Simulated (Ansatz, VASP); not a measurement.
CsGa3Pt2: VASP beside Ansatz

```
Cs Ga Pt
1.0
     5.92488    0.00000    0.00000
    -2.96244    5.13110    0.00000
     0.00000    0.00000    9.99604
Cs Ga Pt
1 3 2
Cartesian
  0.0000 0.0000 0.0000
  0.0000 3.4207 0.0000
  2.9624 1.7104 0.0000
  0.0000 0.0000 4.9980
  0.0000 0.0000 2.6972
  0.0000 0.0000 7.2988
```

Alike in both runs: functional PBE; k mesh 6 × 6 × 4; occupations gaussian, width 0.1 eV; no spin polarisation.

Ansatz relaxed the structure, and its values are those at the end. VASP's run is a single point on that final structure, the one shown.

```csv
,VASP,Ansatz
version,VASP 6.6.1,Ansatz 0.2.0
potentials or method,"VASP PAW PBE potentials, release 64 (Cs_sv, Ga_d, Pt), cutoff 520 eV","scalar-relativistic, plane waves, PAW"
valence electrons in the cell,68,84
```

```csv
,VASP,Ansatz,Ansatz less VASP
gap on the k mesh at the Fermi level (eV),none,none,-
pressure (GPa),0.2,0.0,-0.24
rms of the force components (eV/Å),0.050,0.000,-0.0499
```

A gap of «none» marks a metal or a gap that the smearing closes. With one functional, cell and mesh, what is left measures potentials, basis and numerics. VASP's potentials hold 68 valence electrons a cell and Ansatz's 84, so a difference there can come from the potentials and not from the codes. Ansatz's warnings: xc potential rough in thin density.

Neither program's run includes spin-orbit coupling.
